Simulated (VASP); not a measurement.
VH2: single point with r2SCAN

Crystal: VH2.

```
V H
1.0
     0.00000    2.05101    2.05101
     2.05101    0.00000    2.05101
     2.05101    2.05101    0.00000
V H
1 2
Cartesian
  0.0000 0.0000 0.0000
  1.0255 1.0255 1.0255
  3.0765 3.0765 3.0765
```

* Program: VASP 6.6.1
* Task: single point
* Functional: r2SCAN
* Potentials or basis: VASP PAW PBE potentials, release 64 (V_sv, H)
* Cutoff: 520 eV
* k mesh: 16 × 16 × 16
* Occupations: gaussian, width 0.1 eV
* Spin: no spin polarisation

| Quantity | Value |
| --- | --- |
| Pressure | 13.5 GPa |
| Band gap on the k mesh | zero (an odd number of electrons rules out a gap without spin polarisation) |

Levels at points of the mesh, in eV from the Fermi level:
```
           k point  band 4  band 5  band 6  band 7  band 8  band 9  band 10  band 11  band 12  band 13
(0.00, 0.00, 0.00)  -39.71  -12.85   -1.15   -1.15   -1.15    0.90     0.90     0.92    17.61    19.06
(0.50, 0.00, 0.00)  -39.77   -9.02   -6.32   -1.00   -1.00    1.80     1.80     5.06     8.24    16.34
(0.50, 0.50, 0.00)  -39.88   -7.51   -6.32   -4.22    1.90    1.95     1.95     8.07     8.94     8.98
```

It took 2.3 min on 1 thread of Intel(R) Xeon(R) Platinum 8375C CPU @ 2.90GHz (Ice Lake), with other jobs on the host, peak memory 0.16 GiB.

Caveat: the cell stands under pressure; the PAW data sets were made with another functional, which shifts forces and pressure a little.
